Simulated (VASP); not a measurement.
# CaO (Fm-3m) in VASP: single point with LDA

Aim: the single point of CaO with LDA.

All numbers are computed with VASP 6.6.1; they aren't measurements. Logs are shortened: lines on timing, memory, paths and dates and some standing lists are left out, and cuts for length are marked.

## 1. The cell of the first run

It takes space group Fm-3m (No. 225, cubic). Conventional cell: a = 4.708 Å, b = 4.708 Å, c = 4.708 Å, α = 90.00°, β = 90.00°, γ = 90.00°. Ca (site symmetry m-3m) has 6 O at 2.35 Å within 3.1 Å. Within 3.1 Å of O (site symmetry m-3m) lie 6 Ca at 2.35 Å.

## 2. Single point, LDA

File INCAR:

```
PREC     = Accurate       # precision mode
ENCUT    = 1340           # plane-wave cutoff, eV
EDIFF    = 1E-6           # SCF threshold, eV
ISMEAR   = 0              # smearing method
SIGMA    = 0.1            # smearing width, eV
LREAL    = False          # projectors in reciprocal space
LASPH    = True           # aspherical terms in the spheres
NELM     = 120            # most SCF steps
ALGO     = Normal         # electronic algorithm
ISIF     = 2              # what is computed and relaxed
LWAVE    = False          # write WAVECAR
LCHARG   = False          # write CHGCAR
NBANDS   = 15             # bands
GGA_COMPAT= False
```

File KPOINTS:

```
Automatic mesh
0
Gamma
  8 8 8
```

File POSCAR:

```
CaO
1.0
    0.0000000000      2.3538798960      2.3538798960
    2.3538798960      0.0000000000      2.3538798960
    2.3538798960      2.3538798960      0.0000000000
Ca O
1 1
Direct
    0.0000000000      0.0000000000      0.0000000000
    0.5000000000      0.5000000000      0.5000000000
```

Potentials or basis: VASP PAW LDA potentials, release 64 (Ca_sv, O_h).

Command:

```console
> cat potpaw_LDA.64/Ca_sv/POTCAR potpaw_LDA.64/O_h/POTCAR > POTCAR
> mpirun -np 1 vasp_std > vasp.out
```

OUTCAR:

```text
PREC = Accurate
   ENCUT = 1340
   EDIFF = 1E-6
   ISMEAR = 0
   LREAL = False
   LASPH = True
   NELM = 120
   ISIF = 2

 ion  position               nearest neighbor table
   1  0.000  0.000  0.000-
   2  0.500  0.500  0.500-

  LATTYP: Found a face centered cubic cell.
 ALAT       =     4.7077597920

  Lattice vectors:

 A1 = (   0.0000000000,   2.3538798960,   2.3538798960)
 A2 = (   2.3538798960,   0.0000000000,   2.3538798960)
 A3 = (   2.3538798960,   2.3538798960,   0.0000000000)

Analysis of symmetry for initial positions (statically):
=====================================================================
 Subroutine PRICEL returns:
 Original cell was already a primitive cell.

 Routine SETGRP: Setting up the symmetry group for a
 face centered cubic supercell.

 Subroutine GETGRP returns: Found 48 space group operations
 (whereof 48 operations were pure point group operations)
 out of a pool of 48 trial point group operations.

The static configuration has the point symmetry O_h .

Analysis of symmetry for dynamics (positions and initial velocities):
=====================================================================
 Subroutine PRICEL returns:
 Original cell was already a primitive cell.

 Routine SETGRP: Setting up the symmetry group for a
 face centered cubic supercell.

 Subroutine GETGRP returns: Found 48 space group operations
 (whereof 48 operations were pure point group operations)
 out of a pool of 48 trial point group operations.

The dynamic configuration has the point symmetry O_h .

 Subroutine INISYM returns: Found 48 space group operations
 (whereof 48 operations are pure point group operations),
 and found     1 'primitive' translations

----------------------------------------------------------------------------------------

                                     Primitive cell

  volume of cell :      26.0845

  direct lattice vectors                    reciprocal lattice vectors
     0.000000000  2.353879896  2.353879896    -0.212415256  0.212415256  0.212415256
     2.353879896  0.000000000  2.353879896     0.212415256 -0.212415256  0.212415256
     2.353879896  2.353879896  0.000000000     0.212415256  0.212415256 -0.212415256

  length of vectors
     3.328888873  3.328888873  3.328888873     0.367914015  0.367914015  0.367914015

  position of ions in fractional coordinates (direct lattice)
     0.000000000  0.000000000  0.000000000
     0.500000000  0.500000000  0.500000000

  ion indices of the primitive-cell ions
   primitive index   ion index
                 1           1
                 2           2

----------------------------------------------------------------------------------------

 KPOINTS: Automatic mesh

Automatic generation of k-mesh.
 Grid dimensions read from file:
 generate k-points for:    8    8    8

 Generating k-lattice:

  Cartesian coordinates                     Fractional coordinates (reciprocal lattice)
    -0.026551907  0.026551907  0.026551907     0.125000000  0.000000000  0.000000000
     0.026551907 -0.026551907  0.026551907     0.000000000  0.125000000  0.000000000
     0.026551907  0.026551907 -0.026551907     0.000000000  0.000000000  0.125000000

  Length of vectors
     0.045989252  0.045989252  0.045989252

  Shift w.r.t. Gamma in fractional coordinates (k-lattice)
     0.000000000  0.000000000  0.000000000

 Subroutine IBZKPT returns following result:
 ===========================================

 Found     29 irreducible k-points:

 Following reciprocal coordinates:
            Coordinates               Weight
  0.000000  0.000000  0.000000      1.000000
  0.125000  0.000000  0.000000      8.000000
  0.250000  0.000000  0.000000      8.000000
  0.375000  0.000000  0.000000      8.000000
  0.500000  0.000000  0.000000      4.000000
  0.125000  0.125000  0.000000      6.000000
[... 16 lines left out ...]
  0.500000  0.250000  0.125000     48.000000
 -0.375000  0.250000  0.125000     24.000000
 [... further k-points ...]
   k-points           NKPTS =     29   k-points in BZ     NKDIM =     29   number of bands    NBANDS=     15
   number of dos      NEDOS =    301   number of ions     NIONS =      2
   total plane-waves  NPLWV =  64000
   dimension x,y,z NGX =    40 NGY =   40 NGZ =   40
   dimension x,y,z NGXF=    80 NGYF=   80 NGZF=   80
   ions per type =               1   1
   NGX,Y,Z   is equivalent  to a cutoff of  19.98, 19.98, 19.98 a.u.
   NGXF,Y,Z  is equivalent  to a cutoff of  39.95, 39.95, 39.95 a.u.
 SYSTEM =  unknown system
   PREC   = accura    normal or accurate (medium, high low for compatibility)
   ISTART =      0    job   : 0-new  1-cont  2-samecut
   ICHARG =      2    charge: 1-file 2-atom 10-const
   ISPIN  =      1    spin polarized calculation?
   LNONCOLLINEAR =      F non collinear calculations
   LSORBIT =      F    spin-orbit coupling
   LASPH  =      T    aspherical Exc in radial PAW
   ENCUT  = 1340.0 eV  98.49 Ry    9.92 a.u.   9.94  9.94  9.94*2*pi/ulx,y,z
   NELM   =    120;   NELMIN=  2; NELMDL= -5     # of ELM steps
   EDIFF  = 0.1E-05   stopping-criterion for ELM
   LREAL  =      F    real-space projection
   EDIFFG = 0.1E-04   stopping-criterion for IOM
   NSW    =      0    number of steps for IOM
   IBRION =     -1    ionic relax: 0-MD 1-quasi-New 2-CG
   NFREE  =      0    steps in history (QN), initial steepest desc. (CG)
   ISIF   =      2    stress and relaxation
   ISYM   =      2    0-nonsym 1-usesym 2-fastsym
   POTIM  = 0.5000    time-step for ionic-motion
   TEBEG  =    0.0;   TEEND  =   0.0 temperature during run
   PSTRESS=    0.0 pullay stress
   NELECT =      16.0000    total number of electrons
   NUPDOWN=      -1.0000    fix difference up-down
   EMIN   =  10.00;   EMAX   =-10.00  energy-range for DOS
   EFERMI =   0.00;   METHOD = LEGACY
   ISMEAR =     0;   SIGMA  =   0.10  broadening in eV -4-tet -1-fermi 0-gaus
   EFERMI_NEDOS =   21; number of points for ismear=-14 and -15
   IALGO  =     38    algorithm
   IMIX   =      4    mixing-type and parameters
     AMIX     =   0.40;   BMIX     =  1.00
     AMIX_MAG =   1.60;   BMIX_MAG =  1.00
  volume/ion in A,a.u.               =      13.04        88.01
  Fermi-wavevector in a.u.,A,eV,Ry     =   1.390979  2.628569 26.324854  1.934822
  Thomas-Fermi vector in A             =   2.514862
   LORBIT       =      0    0 simple, 1 ext, 2 COOP (PROOUT), +10 PAW based schemes
   GGA     = CA    functional components
   LHFCALC =     F    Hartree Fock is set to
   AEXX    =    0.0000 exact exchange contribution
   IVDW    =     0    specifies the selected vdW correction
   LEPSILON=     F    determine dielectric tensor
   LRPA    =     F    only Hartree local field effects (RPA)
 non-spin polarized calculation
 Gauss-broadening in eV      SIGMA  =   0.10
  energy-cutoff  :     1340.00
  volume of cell :       26.08
 maximum number of plane-waves:      2936
   NGX = 19   NGY = 19   NGZ = 19

 number of electron      16.0000000 magnetization

 Free energy of the ion-electron system (eV)
  ---------------------------------------------------
  ext. energy  EPLUGINS =         0.00000000
  ---------------------------------------------------
  free energy    TOTEN  =       -14.22847083 eV

  energy without entropy =      -14.22847083  energy(sigma->0) =      -14.22847083

 E-fermi :   3.0932     XC(G=0): -11.3422

 val. band max:        2.6827323223   @ k =   0.0000   0.0000   0.0000
 cond. band min:       6.1053781162   @ k =   0.5000   0.5000   0.0000
 fundamental gap:      3.4226457939
 Fermi energy:         3.0931867081

 k-point     1 :       0.0000    0.0000    0.0000
  band No.  band energies     occupation
      1     -34.1385      2.00000
      2     -15.1310      2.00000
      3     -15.1310      2.00000
      4     -15.1310      2.00000
      5     -12.6449      2.00000
      6       2.6827      2.00000
      7       2.6827      2.00000
      8       2.6827      2.00000
      9       7.7685      0.00000
     10       8.9342      0.00000
     11       8.9342      0.00000
     12       8.9342      0.00000
     13      10.6102      0.00000
     14      10.6102      0.00000
     15      17.8662      0.00000

 k-point     2 :       0.1250    0.0000    0.0000
  band No.  band energies     occupation
      1     -34.1173      2.00000
      2     -15.4354      2.00000
      3     -15.1409      2.00000
      4     -15.1409      2.00000
      5     -12.3333      2.00000
      6       2.1117      2.00000
      7       2.4404      2.00000
      8       2.4404      2.00000
      9       8.4612      0.00000
     10       8.9012      0.00000
     11       9.2270      0.00000
     12       9.2270      0.00000
     13      11.0266      0.00000
     14      11.0266      0.00000
     15      18.5582      0.00000

 k-point     3 :       0.2500    0.0000    0.0000
  band No.  band energies     occupation
      1     -34.0655      2.00000
      2     -15.9981      2.00000
      3     -15.1644      2.00000
      4     -15.1644      2.00000
      5     -11.7503      2.00000
      6       1.0300      2.00000
      7       1.9274      2.00000
      8       1.9274      2.00000
      9       8.9929      0.00000
     10       9.9484      0.00000
     11       9.9983      0.00000
     12       9.9983      0.00000
     13      12.0213      0.00000
     14      12.0213      0.00000
     15      19.1517      0.00000
[... 343 lines left out ...]
 k-point    23 :       0.5000    0.2500    0.1250
  band No.  band energies     occupation
      1     -33.9861      2.00000
      2     -16.2395      2.00000
      3     -15.4245      2.00000
      4     -15.2601      2.00000
      5     -11.5385      2.00000
      6       0.5360      2.00000
      7       1.4938      2.00000
      8       1.7834      2.00000
      9       8.5790      0.00000
     10      10.4383      0.00000
     11      11.4382      0.00000
     12      11.6336      0.00000
     13      13.0809      0.00000
     14      14.3004      0.00000
     15      18.0773      0.00000

 k-point    24 :      -0.3750    0.2500    0.1250
  band No.  band energies     occupation
      1     -33.9687      2.00000
      2     -16.3174      2.00000
      3     -15.4440      2.00000
      4     -15.2938      2.00000
      5     -11.4749      2.00000
      6       0.4813      2.00000
      7       1.4729      2.00000
      8       1.5138      2.00000
      9       9.5651      0.00000
     10       9.6359      0.00000
     11      11.7686      0.00000
     12      12.0759      0.00000
     13      13.4005      0.00000
     14      15.1175      0.00000
     15      17.1710      0.00000

 [... further k-points ...]

------------------------ aborting loop because EDIFF is reached ----------------------------------------

  FORCE on cell =-STRESS in cart. coord.  units (eV):
  Direction    XX          YY          ZZ          XY          YZ          ZX
  --------------------------------------------------------------------------------------
  -------------------------------------------------------------------------------------
  Total        0.1483686      0.1483686      0.1483686      0.0000000      0.0000000      0.0000000
  in kB        9.1131736      9.1131736      9.1131736      0.0000000      0.0000000      0.0000000
  external PRESSURE =       9.1131736 kB  Pullay stress =       0.0000000 kB

 VOLUME and BASIS-vectors are now :
 -----------------------------------------------------------------------------
  energy-cutoff  :     1340.00
  volume of cell :       26.08
      direct lattice vectors                 reciprocal lattice vectors
     0.000000000  2.353879896  2.353879896    -0.212415256  0.212415256  0.212415256
     2.353879896  0.000000000  2.353879896     0.212415256 -0.212415256  0.212415256
     2.353879896  2.353879896  0.000000000     0.212415256  0.212415256 -0.212415256

 POSITION                                       TOTAL-FORCE (eV/Angst)
 -----------------------------------------------------------------------------------
      0.00000      0.00000      0.00000        -0.000000      0.000000      0.000000
      2.35388      2.35388      2.35388         0.000000     -0.000000     -0.000000
 -----------------------------------------------------------------------------------
    total drift:                                0.000000     -0.000000      0.000000

  FREE ENERGIE OF THE ION-ELECTRON SYSTEM (eV)
  ---------------------------------------------------
  free  energy   TOTEN  =       -14.2284708259 eV

  energy  without entropy=      -14.2284708259  energy(sigma->0) =      -14.22847083
```

Run time: 20 s. Hardware: 1 thread of Intel Xeon 6975P-C (Granite Rapids), shared host; peak memory 0.23 GiB.

Results:

| Property | Result |
| --- | --- |
| Free energy | -14.2285 eV |
| Pressure | 0.9 GPa |
| Band gap on the k mesh | 3.42 eV (least direct gap 3.78 eV) |

Levels at points of the mesh, in eV from the valence-band top:
```tsv
k point	band 4	band 5	band 6	band 7	band 8	band 9	band 10	band 11	band 12	band 13
(0.00, 0.00, 0.00)	-17.81	-15.33	0.00	0.00	0.00	5.09	6.25	6.25	6.25	7.93
(0.50, 0.00, 0.00)	-17.88	-13.79	-2.86	-1.36	-1.36	7.25	8.65	8.65	8.79	10.96
(0.50, 0.50, 0.00)	-18.11	-15.08	-1.27	-0.36	-0.36	3.42	8.49	9.23	9.96	9.96
```

A k mesh can miss the band edges. A hybrid or GW would open this gap; LDA tends to underestimate it.
